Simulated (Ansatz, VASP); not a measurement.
## Two plane-wave programs on Ni

INCAR

```
PREC = Accurate
ENCUT = 520
EDIFF = 1E-6
ISMEAR = -1
SIGMA = 0.1
LREAL = F
LASPH = T
NELM = 60
ALGO = Normal
ISIF = 2
LWAVE = F
LCHARG = F
GGA = RE
NBANDS = 17
```

The input KPOINTS:

```
regular mesh
0
Gamma
  16 16 9
```

POSCAR

```
Ni
1.0
    2.5327074259      0.0000000000      0.0000000000
   -1.2663537130      2.1933889712      0.0000000000
    0.0000000000      0.0000000000      4.1636506424
Ni
2
Direct
    0.3333333333      0.6666666667      0.2500000000
    0.6666666667      0.3333333333      0.7500000000
```

Input for Ansatz:

```yaml
crystal:
  lattice:
    - [2.5327074259, 0.0, 0.0]
    - [-1.266353713, 2.1933889712, 0.0]
    - [0.0, 0.0, 4.1636506424]
  atoms:
    - { symbol: Ni, position: [0.3333333333, 0.6666666667, 0.25] }
    - { symbol: Ni, position: [0.6666666667, 0.3333333333, 0.75] }
hamiltonian:
  xc: revpbe
  pseudopotentials:
    kind: paw
    azcp:
      Ni: "pseudopotentials/Ni.paw.azcp"
basis:
  ecutwfc: 420
  fft_grid_basis: typed
kpoints:
  mp_grid: { grid: [16, 16, 9], shift: [0, 0, 0] }
magnetization:
  spin_polarized: false
scf:
  occupations: { method: fermi_dirac, width: 0.1 }
  lower_state_search: "off"
output:
  stress: true
```

Alike in both runs: task single point; functional revPBE; k mesh 16 × 16 × 9; occupations fermi-dirac, width 0.1 eV; no spin polarisation.

|  | VASP | Ansatz |
| --- | --- | --- |
| version | VASP 6.6.1 | Ansatz 0.2.0 |
| potentials or method | VASP PAW PBE potentials, release 64 (Ni), cutoff 520 eV | plane waves (420 eV) with PAW, scalar-relativistic |
| valence electrons in the cell | 20 | 36 |

```tsv
	VASP	Ansatz	Ansatz less VASP
pressure (GPa)	-6.2	-6.6	-0.33
traceless stress, the component that is largest in VASP (GPa)	-0.09	-0.04	+0.056
```

VASP's potentials were made for PBE, not for revPBE. VASP's potentials hold 20 valence electrons a cell and Ansatz's 36, so a difference there can come from the potentials and not from the codes.
